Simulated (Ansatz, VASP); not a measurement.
## One calculation of CsC2, two programs

```
Cs C
1.0
     6.65395    0.00000    0.00000
    -3.32698    5.76249    0.00000
     0.00000    0.00000    7.83329
Cs C
3 6
Direct
  0.49694 0.00000 0.33333
  0.00000 0.49694 0.66667
  0.50306 0.50306 0.00000
  0.00089 0.00044 0.08341
  0.99956 0.00045 0.41674
  0.99955 0.99911 0.75007
  0.00044 0.00089 0.91659
  0.00045 0.99956 0.58326
  0.99911 0.99955 0.24993
```

Alike in both runs: functional PBE; k mesh 3 × 3 × 4; occupations gaussian, width 0.1 eV; no spin polarisation.

Ansatz relaxed the structure, and its values are those at the end. VASP's run is a single point on that final structure, the one shown.

|  | VASP | Ansatz |
| --- | --- | --- |
| version | VASP 6.6.1 | Ansatz 0.2.0 |
| potentials or method | VASP PAW PBE potentials, release 64 (Cs_sv, C), cutoff 520 eV | scalar-relativistic, plane waves, PAW |
| valence electrons in the cell | 51 | 51 |

|  | VASP | Ansatz | Ansatz less VASP |
| --- | --- | --- | --- |
| gap on the k mesh at the Fermi level (eV) | none | none | - |
| pressure (GPa) | 0.0 | 0.0 | +0.01 |
| rms of the force components (eV/Å) | 0.008 | 0.007 | -0.0012 |

A gap of «none» marks a metal or a gap that the smearing closes. The functional is the same, so the differences come from potentials, cutoffs and numerics.

The k mesh is coarse, so the values compare programs but aren't converged. Spin-orbit coupling is off throughout.
